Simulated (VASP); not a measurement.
# Co (P-3m1) in VASP: further runs

The runs below take Co through single point, with PBEsol.

Everything below comes from runs of VASP 6.6.1. Logs are shortened: lines on timing, memory, paths and dates and some standing lists are left out, and cuts for length are marked.

### Step 1. The cell of the first run

Symmetry: P-3m1, No. 164, trigonal system. Conventional cell: a = 2.341 Å, b = 2.341 Å, c = 4.588 Å, α = 90.00°, β = 90.00°, γ = 120.00°. Within 3.1 Å of Co (site symmetry 3m) lie 12 Co at 2.34 to 2.74 Å.

### Step 2. Single point, PBEsol, collinear spin, ferromagnetic start

File INCAR:

```
  PREC = Accurate
  ENCUT = 520
  EDIFF = 1E-7
  ISMEAR = 0
  SIGMA = 0.15
  LREAL = F
  LASPH = T
  NELM = 150
  ALGO = Normal
  ISIF = 2
  LWAVE = F
  LCHARG = T
  ISPIN = 2
  MAGMOM = 1.91 1.91
  LORBIT = 11
  LMAXMIX = 4
  GGA = PS
  LELF = T
  LVHAR = T
  NBANDS = 20
```

File KPOINTS:

```
Automatic mesh
0
Gamma
  24 24 14
```

File POSCAR:

```
Co
1.0
    2.3406999632      0.0000000000      0.0000000000
   -1.1703499816      2.0271056308      0.0000000000
    0.0000000000      0.0000000000      4.5884421822
Co
2
Direct
    0.6666666667      0.3333333333      0.2598610000
    0.3333333333      0.6666666667      0.7401390000
```

Potentials or basis: VASP PAW PBE potentials, release 64 (Co).

The run is started by

```
> cat potpaw_PBE.64/Co/POTCAR > POTCAR
> mpirun -np 1 vasp_std > vasp.out
```

OUTCAR:

```text
PREC = Accurate
   ENCUT = 520
   EDIFF = 1E-7
   ISMEAR = 0
   LREAL = F
   LASPH = T
   NELM = 150
   ISIF = 2
   ISPIN = 2
   LORBIT = 11
   GGA = PS

 ion  position               nearest neighbor table
   1  0.667  0.333  0.260-   2 2.59   2 2.59   2 2.59   2 2.74   2 2.74   2 2.74
   2  0.333  0.667  0.740-   1 2.59   1 2.59   1 2.59   1 2.74   1 2.74   1 2.74

  LATTYP: Found a hexagonal cell.
 ALAT       =     2.3406999632
 C/A-ratio  =     1.9602863478

  Lattice vectors:

 A1 = (   2.3406999632,   0.0000000000,   0.0000000000)
 A2 = (  -1.1703499816,   2.0271056308,   0.0000000000)
 A3 = (   0.0000000000,   0.0000000000,   4.5884421822)

Analysis of symmetry for initial positions (statically):
=====================================================================
 Subroutine PRICEL returns:
 Original cell was already a primitive cell.

 Routine SETGRP: Setting up the symmetry group for a
 hexagonal supercell.

 Subroutine GETGRP returns: Found 12 space group operations
 (whereof 12 operations were pure point group operations)
 out of a pool of 24 trial point group operations.

The static configuration has the point symmetry D_3d.

Analysis of symmetry for dynamics (positions and initial velocities):
=====================================================================
 Subroutine PRICEL returns:
 Original cell was already a primitive cell.

 Routine SETGRP: Setting up the symmetry group for a
 hexagonal supercell.

 Subroutine GETGRP returns: Found 12 space group operations
 (whereof 12 operations were pure point group operations)
 out of a pool of 24 trial point group operations.

The dynamic configuration has the point symmetry D_3d.

Analysis of structural, dynamic, and magnetic symmetry:
=====================================================================
 Subroutine PRICEL returns:
 Original cell was already a primitive cell.

 Routine SETGRP: Setting up the symmetry group for a
 hexagonal supercell.

 Subroutine GETGRP returns: Found 12 space group operations
 (whereof 12 operations were pure point group operations)
 out of a pool of 24 trial point group operations.

The overall configuration has the point symmetry D_3d.

 Subroutine INISYM returns: Found 12 space group operations
 (whereof 12 operations are pure point group operations),
 and found     1 'primitive' translations

----------------------------------------------------------------------------------------

                                     Primitive cell

[... 106 lines left out ...]
   EFERMI_NEDOS =   21; number of points for ismear=-14 and -15
   IALGO  =     38    algorithm
   IMIX   =      4    mixing-type and parameters
     AMIX     =   0.40;   BMIX     =  1.00
     AMIX_MAG =   1.60;   BMIX_MAG =  1.00
  volume/ion in A,a.u.               =      10.89        73.46
  Fermi-wavevector in a.u.,A,eV,Ry     =   1.536514  2.903591 32.121660  2.360875
  Thomas-Fermi vector in A             =   2.643152
   LORBIT       =     11    0 simple, 1 ext, 2 COOP (PROOUT), +10 PAW based schemes
   GGA     = PS    functional components
   LHFCALC =     F    Hartree Fock is set to
   AEXX    =    0.0000 exact exchange contribution
   IVDW    =     0    specifies the selected vdW correction
   LEPSILON=     F    determine dielectric tensor
   LRPA    =     F    only Hartree local field effects (RPA)
 spin polarized calculation
 Gauss-broadening in eV      SIGMA  =   0.15
  energy-cutoff  :      520.00
  volume of cell :       21.77
 maximum number of plane-waves:       623
 NGX is ok and might be reduce to    18

 number of electron      17.9999998 magnetization       3.2847609

 Free energy of the ion-electron system (eV)
  ---------------------------------------------------
  ext. energy  EPLUGINS =         0.00000000
  ---------------------------------------------------
  free energy    TOTEN  =       -14.97985038 eV

  energy without entropy =      -14.95251411  energy(sigma->0) =      -14.96618225

 E-fermi :  10.1737     XC(G=0): -13.5261

 val. band max:       10.1732280217   @ k =   0.4583   0.0833   0.2857
 cond. band min:      10.1749411793   @ k =   0.2500  -0.0000   0.4286
 fundamental gap:      0.0017131576
 Fermi energy:        10.1736592364

 spin component 1

 k-point     1 :       0.0000    0.0000    0.0000
  band No.  band energies     occupation
      1       1.0753      1.00000
      2       4.4642      1.00000
      3       6.5127      1.00000
      4       7.5117      1.00000
      5       7.5117      1.00000
      6       7.6529      1.00000
[... 541 lines left out ...]
     19      34.9651      0.00000
     20      35.3398      0.00000

 [... further k-points ...]

 spin component 2

 k-point     1 :       0.0000    0.0000    0.0000
  band No.  band energies     occupation
      1       1.1820      1.00000
      2       5.2602      1.00000
      3       7.9292      1.00000
      4       8.2450      1.00000
      5       9.0830      1.00000
      6       9.0830      1.00000
[... 541 lines left out ...]
     19      35.3629      0.00000
     20      35.7253      0.00000

 [... further k-points ...]
[... 5 lines left out ...]
  --------------------------------------------------------------------------------------
  -------------------------------------------------------------------------------------
  Total        2.2245204      2.2245204     -4.6678920      0.0000000      0.0000000      0.0000000
  in kB      163.7041070    163.7041070   -343.5136435      0.0000000      0.0000000      0.0000000
  external PRESSURE =      -5.3684765 kB  Pullay stress =       0.0000000 kB

 VOLUME and BASIS-vectors are now :
 -----------------------------------------------------------------------------
  energy-cutoff  :      520.00
  volume of cell :       21.77
      direct lattice vectors                 reciprocal lattice vectors
     2.340699963  0.000000000  0.000000000     0.427222632  0.246657102  0.000000000
    -1.170349982  2.027105631  0.000000000     0.000000000  0.493314204  0.000000000
     0.000000000  0.000000000  4.588442182     0.000000000  0.000000000  0.217938891

 POSITION                                       TOTAL-FORCE (eV/Angst)
 -----------------------------------------------------------------------------------
      1.17035      0.67570      1.19236        -0.000000     -0.000000     -0.142935
     -0.00000      1.35140      3.39609         0.000000      0.000000      0.142935
 -----------------------------------------------------------------------------------
    total drift:                                0.000000     -0.000000     -0.000000

  FREE ENERGIE OF THE ION-ELECTRON SYSTEM (eV)
  ---------------------------------------------------
  free  energy   TOTEN  =       -14.9798503773 eV

  energy  without entropy=      -14.9525141137  energy(sigma->0) =      -14.96618225

 total charge

# of ion       s       p       d       tot
------------------------------------------
    1        0.507   0.539   7.282   8.328
    2        0.507   0.539   7.282   8.328
--------------------------------------------------
tot          1.013   1.078  14.564  16.655

 magnetization (x)

# of ion       s       p       d       tot
------------------------------------------
    1       -0.009  -0.042   1.698   1.647
    2       -0.009  -0.042   1.698   1.647
--------------------------------------------------
tot         -0.019  -0.083   3.396   3.294
```

Run time: 6.6 min. Hardware: 1 thread of Intel Xeon Platinum 8488C (Sapphire Rapids), shared host; peak memory 0.54 GiB.

Results:

- Free energy: -14.9799 eV
- Pressure: -0.5 GPa
- Largest force: 0.143 eV/Å
- Net moment: 3.28 μB per cell
- Site moments: Co +1.65 μB
- Valence electrons inside the program's atomic spheres: Co 8.33

Forces on the atoms (eV/Å):
```
Co   0.000  0.000 -0.143
Co   0.000  0.000  0.143
```

Stress tensor (GPa, compression positive):
```
 16.37   0.00   0.00
  0.00  16.37   0.00
  0.00   0.00 -34.35
```

Levels at points of the mesh, in eV from the Fermi level:
Spin up:
```csv
k point,band 8,band 9,band 10,band 11,band 12,band 13,band 14,band 15
"(0.00, 0.00, 0.00)",-2.01,-1.51,-1.51,-1.00,-1.00,3.53,18.78,24.41
"(0.50, 0.00, 0.00)",-1.10,-0.24,-0.19,1.56,3.69,8.49,9.52,11.49
"(0.00, 0.00, 0.50)",-2.61,-1.28,-1.28,-1.15,-1.15,9.54,10.82,24.86
"(0.50, 0.00, 0.50)",-1.19,-0.22,-0.20,1.59,1.84,7.60,7.86,15.90
```
Spin down:
```tsv
k point	band 5	band 6	band 7	band 8	band 9	band 10
(0.00, 0.00, 0.00)	-1.09	-1.09	-0.93	-0.93	0.46	0.46
(0.50, 0.00, 0.00)	-1.15	-1.11	-0.42	0.91	1.57	1.62
(0.00, 0.00, 0.50)	-1.06	-1.06	-1.03	-1.03	0.72	0.72
(0.50, 0.00, 0.50)	0.06	0.18	0.35	0.36	1.59	1.60
```

Caveat: the PAW data sets were made with another functional, which shifts forces and pressure a little.

### Step 3. Single point, PBEsol, collinear spin, ferromagnetic start

This run uses another cell than the first one, of the same volume but with other edges.

File INCAR:

```
SYSTEM = Co
PREC = Accurate
ENCUT = 520
EDIFF = 1E-7
ISMEAR = 0
SIGMA = 0.15
LREAL = .False.
LASPH = .True.
NELM = 150
ALGO = Normal
ISIF = 2
LWAVE = .False.
LCHARG = .True.
ISPIN = 2
MAGMOM = 1.91 1.91
LORBIT = 11
LMAXMIX = 4
GGA = PS
LELF = .True.
LVHAR = .True.
NBANDS = 20
```

File KPOINTS:

```
Automatic mesh
0
Gamma
  24 24 14
  0 0 0
```

File POSCAR:

```
Co
1.0
    2.4095832483      0.0000000000      0.0000000000
   -1.2047916242      2.0867603056      0.0000000000
    0.0000000000      0.0000000000      4.3298503835
Co
2
Direct
    0.6666666667      0.3333333333      0.2598610000
    0.3333333333      0.6666666667      0.7401390000
```

Potentials or basis: VASP PAW PBE potentials, release 64 (Co).

The run is started by

```
> cat potpaw_PBE.64/Co/POTCAR > POTCAR
> mpirun -np 1 vasp_std > vasp.out
```

Run time: 19 min. Hardware: 1 thread of Intel Xeon Platinum 8259CL at 2.50GHz (Skylake/Cascade Lake), shared host; peak memory 0.52 GiB.

The run converged. Its results:

- Free energy: -15.2935 eV
- Pressure: -7.5 GPa
- Largest force: 0.223 eV/Å
- Net moment: 3.26 μB per cell
- Site moments: Co +1.64 μB
- Valence electrons inside the program's atomic spheres: Co 8.29

Forces in eV/Å, atoms in the order of the input:
```
Co   0.000  0.000 -0.223
Co   0.000  0.000  0.223
```

Stress tensor (GPa, compression positive):
```
  2.00   0.00   0.00
  0.00   2.00   0.00
  0.00   0.00 -26.35
```

Levels at points of the mesh, in eV from the Fermi level:
Spin up:
```csv
k point,band 7,band 8,band 9,band 10,band 11,band 12,band 13,band 14,band 15,band 16
"(0.00, 0.00, 0.00)",-2.40,-1.68,-1.68,-1.24,-0.93,-0.93,4.72,21.91,23.24,25.80
"(0.50, 0.00, 0.00)",-2.26,-0.89,-0.45,-0.36,1.43,3.54,8.83,9.80,11.92,13.31
"(0.00, 0.00, 0.50)",-2.57,-2.57,-1.30,-1.30,-1.12,-1.12,11.61,12.85,23.75,23.99
"(0.50, 0.00, 0.50)",-1.19,-1.09,-0.42,-0.38,1.48,1.74,7.30,7.58,17.34,17.86
```
Spin down:
| k point | band 3 | band 4 | band 5 | band 6 | band 7 | band 8 | band 9 | band 10 | band 11 | band 12 |
| --- | --- | --- | --- | --- | --- | --- | --- | --- | --- | --- |
| (0.00, 0.00, 0.00) | -1.70 | -1.18 | -1.01 | -1.01 | -0.78 | -0.78 | 0.20 | 0.20 | 1.02 | 1.02 |
| (0.50, 0.00, 0.00) | -3.36 | -1.44 | -1.39 | -0.99 | -0.73 | 1.08 | 1.39 | 1.48 | 2.54 | 4.40 |
| (0.00, 0.00, 0.50) | -2.20 | -1.84 | -1.00 | -1.00 | -0.98 | -0.98 | 0.64 | 0.64 | 0.78 | 0.78 |
| (0.50, 0.00, 0.50) | -2.82 | -2.50 | -0.08 | 0.20 | 0.27 | 0.36 | 1.43 | 1.45 | 1.96 | 2.32 |

Caveat: the PAW data sets were made with another functional, which shifts forces and pressure a little.

### Step 4. Single point, PBEsol, collinear spin, ferromagnetic start

This run uses another cell than the first one, of the same volume but with other edges.

File INCAR:

```
SYSTEM = Co
PREC = Accurate ; ENCUT = 520
EDIFF = 1E-6 ; ISMEAR = 0
SIGMA = 0.15 ; LREAL = .False.
LASPH = .True. ; NELM = 150
ALGO = Fast ; ISIF = 2
LWAVE = .False. ; LCHARG = .False.
ISPIN = 2 ; MAGMOM = 1.91 1.91
LORBIT = 11 ; LMAXMIX = 4
GGA = PS ; NBANDS = 20
```

KPOINTS is that of step 3.

File POSCAR:

```
Co
1.0
    2.5574680757      0.0000000000      0.0000000000
   -1.2787340378      2.2148323229      0.0000000000
    0.0000000000      0.0000000000      3.8435834778
Co
2
Direct
    0.6666666667      0.3333333333      0.2598610000
    0.3333333333      0.6666666667      0.7401390000
```

The run is started by

```
> cat potpaw_PBE.64/Co/POTCAR > POTCAR
> mpirun -np 1 vasp_std > vasp.out
```

It took 15 min on 1 thread of AMD EPYC 7R13, shared host; peak memory 0.5 GiB.

Results (log left out):

| Quantity | Value |
| --- | --- |
| Free energy | -15.3539 eV |
| Pressure | -9.1 GPa |
| Largest force | 0.660 eV/Å |
| Net moment | 3.18 μB per cell |
| Site moments | Co +1.61 μB |
| Valence electrons inside the program's atomic spheres | Co 8.28 |

Forces on the atoms (eV/Å):
```
Co   0.000  0.000 -0.660
Co   0.000  0.000  0.660
```

Stress tensor (GPa, compression positive):
```
-15.73   0.00   0.00
  0.00 -15.73   0.00
  0.00   0.00   4.31
```

Levels at points of the mesh, in eV from the Fermi level:
Spin up:
| k point | band 7 | band 8 | band 9 | band 10 | band 11 | band 12 | band 13 | band 14 | band 15 | band 16 |
| --- | --- | --- | --- | --- | --- | --- | --- | --- | --- | --- |
| (0.00, 0.00, 0.00) | -2.23 | -2.04 | -2.04 | -0.72 | -0.72 | 0.77 | 7.38 | 20.95 | 22.85 | 22.85 |
| (0.50, 0.00, 0.00) | -1.93 | -0.88 | -0.66 | -0.37 | 1.11 | 3.00 | 9.99 | 10.99 | 13.09 | 13.58 |
| (0.00, 0.00, 0.50) | -2.77 | -2.42 | -1.13 | -1.13 | -0.93 | -0.93 | 16.35 | 17.42 | 21.65 | 21.89 |
| (0.50, 0.00, 0.50) | -1.12 | -1.03 | -0.76 | -0.68 | 1.36 | 1.63 | 6.91 | 7.21 | 17.30 | 17.67 |
Spin down:
```csv
k point,band 3,band 4,band 5,band 6,band 7,band 8,band 9,band 10,band 11,band 12
"(0.00, 0.00, 0.00)",-1.01,-1.01,-0.69,-0.69,-0.57,-0.32,-0.32,0.81,1.06,1.06
"(0.50, 0.00, 0.00)",-3.16,-2.11,-1.45,-0.81,-0.30,0.97,1.22,1.45,2.44,4.08
"(0.00, 0.00, 0.50)",-1.49,-1.22,-1.22,-1.18,-1.18,-0.95,0.69,0.69,0.82,0.82
"(0.50, 0.00, 0.50)",-2.37,-2.03,-0.45,-0.03,0.17,0.26,1.11,1.17,2.02,2.36
```

Caveat: the PAW data sets were made with another functional, which shifts forces and pressure a little.

### Step 5. Overview

```tsv
cell	gap on the mesh (eV)	pressure (GPa)	moment (μB)	largest force (eV/Å)
a = 2.341, b = 2.341, c = 4.588 Å, angles 90.0, 90.0, 120.0°, 2 atoms	none	-0.5	3.28	0.14
a = 2.410, b = 2.410, c = 4.330 Å, angles 90.0, 90.0, 120.0°, 2 atoms	none	-7.5	3.26	0.22
a = 2.557, b = 2.557, c = 3.844 Å, angles 90.0, 90.0, 120.0°, 2 atoms	none	-9.1	3.18	0.66
```

Alike in all rows: task single point; level PBEsol; potentials or basis VASP PAW PBE potentials, release 64 (Co); spin collinear, ferromagnetic start; k mesh 24 × 24 × 14; cutoff (eV) 520; smearing gaussian 0.15 eV.

Caveats: the PAW data sets were made with another functional, which shifts forces and pressure a little.

Absolute energies hang on the potentials; compare differences alone.
